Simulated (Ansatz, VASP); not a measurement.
# Ta3Si3Ag in VASP and in Ansatz

```
Ta Si Ag
1.0
     5.23644    0.00000    0.00000
     0.00000    5.23644    0.00000
     0.00000    0.00000    5.23644
Ta Si Ag
3 3 1
Direct
  0.00000 0.50000 0.50000
  0.50000 0.50000 0.00000
  0.50000 0.00000 0.50000
  0.00000 0.50000 0.00000
  0.50000 0.00000 0.00000
  0.00000 0.00000 0.50000
  0.50000 0.50000 0.50000
```

Change from the starting cell: species swapped into the Ce3GaBr3 type (Pm-3m, No. 221).

Alike in both runs: functional PBE; k mesh 8 × 8 × 8; occupations gaussian, width 0.1 eV; no spin polarisation.

Ansatz relaxed the structure, and its values are those at the end. VASP's run is a single point on that final structure, the one shown.

|  | VASP | Ansatz |
| --- | --- | --- |
| version | VASP 6.6.1 | Ansatz 0.2.0 |
| potentials or method | VASP PAW PBE potentials, release 64 (Ta_pv, Si, Ag), cutoff 520 eV | scalar-relativistic, plane waves, PAW |
| valence electrons in the cell | 56 | 70 |

```tsv
	VASP	Ansatz	Ansatz less VASP
gap on the k mesh at the Fermi level (eV)	none	none	-
pressure (GPa)	-0.1	0.0	+0.05
```

A gap of «none» marks a metal or a gap that the smearing closes. VASP's potentials hold 56 valence electrons a cell and Ansatz's 70, so a difference there can come from the potentials and not from the codes.

Neither program's run includes spin-orbit coupling.
